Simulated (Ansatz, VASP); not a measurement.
# One calculation of Zr2B3, two programs

```
Zr B
1.0
     4.50231    0.00000    0.00000
    -2.25116    3.89912    0.00000
     0.00000    0.00000    4.70801
Zr B
2 3
Cartesian
  0.0000 2.5994 2.3540
  2.2512 1.2997 2.3540
  0.0000 0.0000 3.1443
  0.0000 0.0000 1.5637
  0.0000 0.0000 0.0000
```

Alike in both runs: task relaxation of cell and atoms; functional PBE; k mesh 12 × 12 × 8; occupations gaussian, width 0.1 eV; no spin polarisation.

|  | VASP | Ansatz |
| --- | --- | --- |
| version | VASP 6.6.1 | Ansatz 0.2.0 |
| potentials or method | VASP PAW PBE potentials, release 64 (Zr_sv, B), cutoff 600 eV | scalar-relativistic, plane waves, PAW |
| valence electrons in the cell | 33 | 33 |

```tsv
	VASP	Ansatz	Ansatz less VASP
gap on the k mesh at the Fermi level, each at its own relaxed structure (eV)	none	none	-
relaxed volume (Å³/atom)	16.67	16.65	-0.020
relaxed length of the cell vector where the two differ most in proportion (Å)	4.527	4.525	-0.0026
```

A gap of «none» marks a metal or a gap that the smearing closes.
